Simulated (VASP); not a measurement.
Input of a VASP 6.6.1 run:

The input INCAR:

```
SYSTEM = Hf2NbO2
ALGO = Normal ; EDIFF = 1E-6
ENCUT = 520 ; GGA = PE
ISIF = 2 ; ISMEAR = 0
LASPH = .True. ; LCHARG = .False.
LREAL = .False. ; LWAVE = .False.
NBANDS = 30 ; NELM = 80
PREC = Accurate ; SIGMA = 0.2
```

Contents of KPOINTS:

```
k-points
0
Gamma
  6 6 6
  0 0 0
```

Contents of POSCAR:

```
Hf2NbO2
1.0
   -1.5967613331      1.5967613331      6.6839008043
    1.5967613331     -1.5967613331      6.6839008043
    1.5967613331      1.5967613331     -6.6839008043
Hf Nb O
2 1 2
Direct
    0.1439612621      0.1439612621      0.0000000000
    0.8560387379      0.8560387379      0.0000000000
    0.5000000000      0.5000000000      0.0000000000
    0.6811823889      0.6811823889      0.0000000000
    0.3188176111      0.3188176111      0.0000000000
```

Potentials or basis: VASP PAW PBE potentials, release 64 (Hf_pv, Nb_sv, O).

Command:

```console
$ cat potpaw_PBE.64/Hf_pv/POTCAR potpaw_PBE.64/Nb_sv/POTCAR potpaw_PBE.64/O/POTCAR > POTCAR
$ mpirun -np 1 vasp_std > vasp.out
```

(1) Predict the largest force.

(2) Predict the pressure.

Answers

(1) 0.105 eV/Å.

(2) -2.2 GPa.

Caveat: the k points lie up to 0.46 Å⁻¹ apart; an odd number of electrons without spin polarisation forces a metal; a magnetic or distorted state may lie lower.
